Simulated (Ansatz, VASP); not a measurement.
## C in VASP and in Ansatz

INCAR

```
SYSTEM = C
  PREC = Accurate
  ENCUT = 520
  EDIFF = 1E-6
  ISMEAR = 0
  SIGMA = 0.03
  LREAL = .FALSE.
  LASPH = .TRUE.
  NELM = 100
  ALGO = Normal
  ISIF = 2
  LWAVE = .FALSE.
  LCHARG = .FALSE.
  GGA = PE
  IVDW = 12
  NBANDS = 11
```

Contents of KPOINTS:

```
regular mesh
0
G
  16 16 16
  0 0 0
```

Contents of POSCAR:

```
C
1.0
    0.0000000000      2.1341012763      3.3978816909
    1.2327815012      0.0000000000      3.3978816909
    1.2327815012      2.1341012763      0.0000000000
C
2
Direct
    0.1754825005      0.8245174995      0.1754825005
    0.8245174995      0.1754825005      0.8245174995
```

Input for Ansatz:

```yaml
crystal:
  lattice:
    - [0.0, 2.1341012763, 3.3978816909]
    - [1.2327815012, 0.0, 3.3978816909]
    - [1.2327815012, 2.1341012763, 0.0]
  atoms:
    - { symbol: C, position: [0.1754825005, 0.8245174995, 0.1754825005] }
    - { symbol: C, position: [0.8245174995, 0.1754825005, 0.8245174995] }
basis:
  ecutwfc: 520.0
kpoints:
  mp_grid: { grid: [16, 16, 16] }
hamiltonian:
  xc: pbe
  pseudopotentials: { kind: paw, azcp: { folder: soft_1 } }
  dispersion: d3bj
scf:
  occupations: { method: gaussian, width: 0.03 }
output:
  forces: true
  stress: true
  eigenvalues: true
```

Alike in both runs: task single point; functional PBE; dispersion D3(BJ); k mesh 16 × 16 × 16; occupations gaussian, width 0.03 eV; no spin polarisation.

|  | VASP | Ansatz |
| --- | --- | --- |
| version | VASP 6.6.1 | Ansatz 0.2.0 |
| potentials or method | VASP PAW PBE potentials, release 64 (C), cutoff 520 eV | scalar-relativistic, plane waves, PAW |
| valence electrons in the cell | 8 | 8 |

|  | VASP | Ansatz | Ansatz less VASP |
| --- | --- | --- | --- |
| gap on the k mesh at the Fermi level (eV) | 0.01 | 0.01 | 0.000 |
| least direct gap on the mesh (eV) | 0.01 | 0.01 | 0.000 |
| pressure (GPa) | 2.7 | 2.3 | -0.40 |
| traceless stress, the component that is largest in VASP (GPa) | 8.63 | 8.26 | -0.377 |
| rms of the force components (eV/Å) | 2.116 | 2.112 | -0.0032 |

Atom by atom the forces differ by 0.003 eV/Å (rms over components).
